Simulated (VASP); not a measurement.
# NaCuH3 (P1) in VASP: relaxation of cell and atoms with PBE

Aim: the relaxation of cell and atoms of NaCuH3 with PBE.

Everything below comes from runs of VASP 6.6.1. Logs are shortened: lines on timing, memory, paths and dates and some standing lists are left out, and cuts for length are marked.

**1. The cell of the first run**

The typed cell holds 10 atoms: a = 3.492 Å, b = 3.519 Å, c = 7.170 Å, α = 91.13°, β = 87.92°, γ = 90.71°.

**2. Relaxation of cell and atoms, PBE**

Contents of INCAR:

```
  PREC = Accurate
  ENCUT = 600
  EDIFF = 1E-6
  ISMEAR = 0
  SIGMA = 0.2
  LREAL = False
  LASPH = True
  NELM = 80
  ALGO = Normal
  ISIF = 3
  LWAVE = False
  LCHARG = False
  GGA = PE
  IBRION = 2
  NSW = 80
  EDIFFG = -0.025
```

Contents of KPOINTS:

```
Automatic mesh
0
Gamma
  6 6 4
```

Contents of POSCAR:

```
NaCuH3
1.0
    3.4915628244     -0.0215544717      0.0642502516
   -0.0215544717      3.5189255339     -0.0348595701
    0.1285005031     -0.0697191401      7.1689947062
Na Cu H
2 2 6
Direct
    0.5250668215      0.5072793438      0.2308557964
    0.4828395564      0.5202344957      0.7909038862
    0.9795598031      0.0078997663      0.5057831291
    0.9729647063      0.0419743413      1.0084876404
    0.6216760331     -0.0222359856      0.0258153191
    0.4451367897     -0.0577424482      0.4934759729
   -0.0657647170      0.5100518747      0.5099088607
    0.0374541513      0.4642400822      0.9770203806
   -0.0451615608     -0.0071675299      0.2173830570
    0.0462284165      0.0354660596      0.7403659577
```

Potentials or basis: VASP PAW PBE potentials, release 64 (Na_pv, Cu, H).

On the command line:

```
> cat potpaw_PBE.64/Na_pv/POTCAR potpaw_PBE.64/Cu/POTCAR potpaw_PBE.64/H/POTCAR > POTCAR
> mpirun -np 1 vasp_std > vasp.out
```

OUTCAR:

```text
PREC = Accurate
   ENCUT = 600
   EDIFF = 1E-6
   ISMEAR = 0
   LREAL = False
   LASPH = True
   NELM = 80
   ISIF = 3
   GGA = PE
   IBRION = 2
   NSW = 80
   EDIFFG = -0.025

 ion  position               nearest neighbor table
   1  0.525  0.507  0.231-   4 2.73
   2  0.483  0.520  0.791-
   3  0.980  0.008  0.506-   6 1.64  10 1.71   7 1.76   7 1.78
   4  0.973  0.042  0.008-   5 1.25   9 1.51   8 1.52   1 2.73
   5  0.622  0.978  0.026-   4 1.25
   6  0.445  0.942  0.493-   3 1.64
   7  0.934  0.510  0.510-   3 1.76   3 1.78
   8  0.037  0.464  0.977-   4 1.52
   9  0.955  0.993  0.217-   4 1.51
  10  0.046  0.035  0.740-   3 1.71

  LATTYP: Found a triclinic cell.
 ALAT       =     7.1704852162
 B/A-ratio  =     0.4870270757
 C/A-ratio  =     0.4907846678
 COS(alpha) =     0.0124776963
 COS(beta)  =     0.0197357545
 COS(gamma) =     0.0363716761

  Lattice vectors:

 A1 = (  -0.1285005031,   0.0697191401,  -7.1689947062)
 A2 = (  -3.4915628244,   0.0215544717,  -0.0642502516)
 A3 = (  -0.0215544717,   3.5189255339,  -0.0348595701)

Analysis of symmetry for initial positions (statically):
=====================================================================
 Subroutine PRICEL returns:
 Original cell was already a primitive cell.

 Routine SETGRP: Setting up the symmetry group for a
 triclinic supercell.

 Subroutine GETGRP returns: Found  1 space group operations
 (whereof  1 operations were pure point group operations)
 out of a pool of  2 trial point group operations.

The static configuration has the point symmetry C_1 .

Analysis of symmetry for dynamics (positions and initial velocities):
=====================================================================
 Subroutine PRICEL returns:
 Original cell was already a primitive cell.

 Routine SETGRP: Setting up the symmetry group for a
 triclinic supercell.

 Subroutine GETGRP returns: Found  1 space group operations
 (whereof  1 operations were pure point group operations)
 out of a pool of  2 trial point group operations.

The dynamic configuration has the point symmetry C_1 .

 Subroutine INISYM returns: Found  1 space group operations
 (whereof  1 operations are pure point group operations),
 and found     1 'primitive' translations

[... 130 lines left out ...]
     AMIX_MAG =   1.60;   BMIX_MAG =  1.00
  volume/ion in A,a.u.               =       8.80        59.41
  Fermi-wavevector in a.u.,A,eV,Ry     =   1.279171  2.417283 22.262933  1.636279
  Thomas-Fermi vector in A             =   2.411672
   LORBIT       =      0    0 simple, 1 ext, 2 COOP (PROOUT), +10 PAW based schemes
   GGA     = PE    functional components
   LHFCALC =     F    Hartree Fock is set to
   AEXX    =    0.0000 exact exchange contribution
   IVDW    =     0    specifies the selected vdW correction
   LEPSILON=     F    determine dielectric tensor
   LRPA    =     F    only Hartree local field effects (RPA)
 conjugate gradient relaxation of ions
 non-spin polarized calculation
 Gauss-broadening in eV      SIGMA  =   0.20
  energy-cutoff  :      600.00
  volume of cell :       88.04
 maximum number of plane-waves:      2957
   NGX = 13   NGY = 15   NGZ = 29

--------------------------------------- Ionic step        1  -------------------------------------------

 number of electron      41.9999993 magnetization

 Free energy of the ion-electron system (eV)
  ---------------------------------------------------
  ext. energy  EPLUGINS =         0.00000000
  ---------------------------------------------------
  free energy    TOTEN  =       -28.55770915 eV

  energy without entropy =      -28.53576004  energy(sigma->0) =      -28.54673459

------------------------ aborting loop because EDIFF is reached ----------------------------------------

  FORCE on cell =-STRESS in cart. coord.  units (eV):
  Direction    XX          YY          ZZ          XY          YZ          ZX
  --------------------------------------------------------------------------------------
  -------------------------------------------------------------------------------------
  Total        8.4629668      2.2973004      1.8826110      1.8908632     -0.1080026     -1.6847128
  in kB      154.0088322     41.8062080     34.2597026     34.4098760     -1.9654291    -30.6583568
  external PRESSURE =      76.6915810 kB  Pullay stress =       0.0000000 kB
[... 113 lines left out ...]
  FREE ENERGIE OF THE ION-ELECTRON SYSTEM (eV)
  ---------------------------------------------------
  free  energy   TOTEN  =       -29.9534156670 eV

  energy  without entropy=      -29.9271134481  energy(sigma->0) =      -29.94026456

[... ionic steps 4 to 19 ...]

--------------------------------------- Ionic step       20  -------------------------------------------

 number of electron      41.9999998 magnetization

------------------------ aborting loop because EDIFF is reached ----------------------------------------
[... 83 lines left out ...]
--------------------------------------- Ionic step       22  -------------------------------------------

 number of electron      41.9999999 magnetization

 Free energy of the ion-electron system (eV)
  ---------------------------------------------------
  ext. energy  EPLUGINS =         0.00000000
  ---------------------------------------------------
  free energy    TOTEN  =       -30.66592129 eV

  energy without entropy =      -30.64526166  energy(sigma->0) =      -30.65559147

 E-fermi :   3.1070     XC(G=0):  -9.8246

 val. band max:        3.0584894221   @ k =   0.1667   0.1667  -0.0000
 cond. band min:       3.1233744824   @ k =   0.1667  -0.1667   0.2500
 fundamental gap:      0.0648850603
 Fermi energy:         3.1069743922

 k-point     1 :       0.0000    0.0000    0.0000
  band No.  band energies     occupation
      1     -20.8278      2.00000
      2     -20.7858      2.00000
      3     -20.7794      2.00000
      4     -20.7793      2.00000
      5     -20.7761      2.00000
      6     -20.7760      2.00000
[... 709 lines left out ...]
     26      10.0219      0.00000
     27      10.7299      0.00000

 [... further k-points ...]

------------------------ aborting loop because EDIFF is reached ----------------------------------------

  FORCE on cell =-STRESS in cart. coord.  units (eV):
  Direction    XX          YY          ZZ          XY          YZ          ZX
  --------------------------------------------------------------------------------------
  -------------------------------------------------------------------------------------
  Total       -0.0504730     -0.0593752     -0.0257370     -0.0028352     -0.0087141      0.0089036
  in kB       -0.9364856     -1.1016604     -0.4775287     -0.0526041     -0.1616838      0.1652000
  external PRESSURE =      -0.8385582 kB  Pullay stress =       0.0000000 kB
[... 25 lines left out ...]
  FREE ENERGIE OF THE ION-ELECTRON SYSTEM (eV)
  ---------------------------------------------------
  free  energy   TOTEN  =       -30.6659212924 eV

  energy  without entropy=      -30.6452616571  energy(sigma->0) =      -30.65559147

 reached required accuracy - stopping structural energy minimisation
```

OSZICAR:

```text
N       E                     dE             d eps       ncg     rms          rms(c)
DAV:   1     0.365024228557E+03    0.36502E+03   -0.21815E+04  4112   0.231E+03
DAV:   2     0.744072335636E+00   -0.36428E+03   -0.35562E+03  4104   0.471E+02
DAV:   3    -0.330334713915E+02   -0.33778E+02   -0.33080E+02  4681   0.174E+02
DAV:   4    -0.342684205696E+02   -0.12349E+01   -0.12293E+01  5252   0.358E+01
[... 217 lines left out ...]
DAV:   3    -0.306659689129E+02    0.72405E-04   -0.46847E-04  5712   0.461E-01    0.553E-02
DAV:   4    -0.306659246841E+02    0.44229E-04   -0.16223E-04  6227   0.331E-01    0.167E-02
DAV:   5    -0.306659238814E+02    0.80264E-06   -0.78651E-05  6281   0.281E-01    0.121E-02
DAV:   6    -0.306659214704E+02    0.24110E-05   -0.16292E-05  5381   0.132E-01    0.314E-03
DAV:   7    -0.306659212924E+02    0.17801E-06   -0.19067E-06  3261   0.166E-02
  22 F= -.30665921E+02 E0= -.30655591E+02  d E =-.300143E-03
```

CONTCAR:

```text
NaCuH3
   1.00000000000000
     3.4796216234964872    0.0002224039658554   -0.0008364055156896
     0.0001870539248339    3.4805381315520831    0.0003824913970764
    -0.0006424877914734    0.0016486701269750    7.1300048197491828
  Na              Cu              H
     2     2     6
Direct
     0.5009370430036104    0.5006016939310498    0.2499169134894567
     0.4988326333532464    0.4994929384829401    0.7503186159837543
     0.9993356655652645    0.9999190408682589    0.4999933269509937
     0.0001432921125714    0.0003081104846210    0.9999540775711189
     0.5008717542300817    0.0010425873207877    0.9994620311762288
     0.4993473093108404    0.0002651304925101    0.5003024156688251
     0.9996688350081470    0.4997578490634684    0.4997009850066597
     0.0014950053719193    0.5000426459234145    0.0005681015079390
     0.9998728574530920    0.9995753895290206    0.2498120221051536
     0.9994956046912286    0.9989946138039199    0.7499715106398718

  0.00000000E+00  0.00000000E+00  0.00000000E+00
  0.00000000E+00  0.00000000E+00  0.00000000E+00
  0.00000000E+00  0.00000000E+00  0.00000000E+00
  0.00000000E+00  0.00000000E+00  0.00000000E+00
  0.00000000E+00  0.00000000E+00  0.00000000E+00
  0.00000000E+00  0.00000000E+00  0.00000000E+00
  0.00000000E+00  0.00000000E+00  0.00000000E+00
  0.00000000E+00  0.00000000E+00  0.00000000E+00
  0.00000000E+00  0.00000000E+00  0.00000000E+00
  0.00000000E+00  0.00000000E+00  0.00000000E+00
```

It took 82 min on 1 thread of Intel Xeon 8259CL, shared host; peak memory 0.36 GiB.

What came out:

```yaml
Free_energy: -30.6659 eV
Relaxed_volume: 8.64 Å³/atom
Relaxed_cell: a = 3.480 Å, b = 3.481 Å, c = 7.130 Å, α = 89.98°, β = 90.02°, γ = 89.99°
Space_group_after_relaxing_to_0.1_Å: Pm-3m (No. 221)
Energy_gained_by_relaxing: 210.8 meV/atom
Ionic_steps: 22
Pressure_after_relaxing: -0.1 GPa
Largest_force_after_relaxing: 0.016 eV/Å
Band_gap_on_the_k_mesh: zero (bands 21 and 22 overlap by 4.79 eV)
```

Forces in eV/Å, atoms in the order of the input:
```
Na  -0.007 -0.004  0.002
Na   0.008  0.003 -0.007
Cu   0.005 -0.003 -0.001
Cu   0.013 -0.006  0.001
H   -0.014 -0.006  0.006
H    0.003 -0.002 -0.004
H   -0.001  0.003  0.004
H   -0.008  0.004 -0.008
H    0.001  0.004  0.005
H    0.001  0.007  0.002
```

Step by step:
```tsv
step	energy change (eV)	largest force (eV/Å)	pressure (GPa)	volume (Å³)
1	0.0000	7.1965	7.67	88.04
2	-1.3988	1.3837	-2.70	93.48
3	-1.3957	1.3350	-1.38	91.58
4	-1.4197	1.3245	-2.23	92.59
5	-1.6419	0.8117	-2.18	91.20
6	-1.8175	1.4651	0.50	87.09
7	-1.8485	0.8704	-0.81	88.41
8	-1.8503	0.9477	-0.60	88.18
9	-1.9613	0.5219	-0.19	87.07
10	-2.0226	0.3919	1.03	85.31
11	-2.0235	0.3172	0.82	85.51
12	-2.0611	0.1784	0.22	86.13
13	-2.0739	0.2603	-0.25	86.75
14	-2.0922	0.1286	-0.25	86.69
15	-2.0982	0.1582	-0.20	86.63
16	-2.1040	0.0605	0.03	86.26
17	-2.1045	0.0966	0.16	86.12
18	-2.1066	0.0386	0.03	86.30
19	-2.1069	0.0744	-0.07	86.41
20	-2.1079	0.0279	-0.13	86.40
21	-2.1079	0.0281	-0.02	86.39
22	-2.1082	0.0160	-0.08	86.35
```

Final structure:
```
Na Cu H
1.0
     3.47962    0.00022   -0.00084
     0.00019    3.48054    0.00038
    -0.00064    0.00165    7.13000
Na Cu H
2 2 6
Direct
  0.50094 0.50060 0.24992
  0.49883 0.49949 0.75032
  0.99934 0.99992 0.49999
  0.00014 0.00031 0.99995
  0.50087 0.00104 0.99946
  0.49935 0.00027 0.50030
  0.99967 0.49976 0.49970
  0.00149 0.50004 0.00057
  0.99987 0.99958 0.24981
  0.99950 0.99899 0.74997
```

The gap in the log of VASP goes by the Fermi energy; the results here count the filled bands.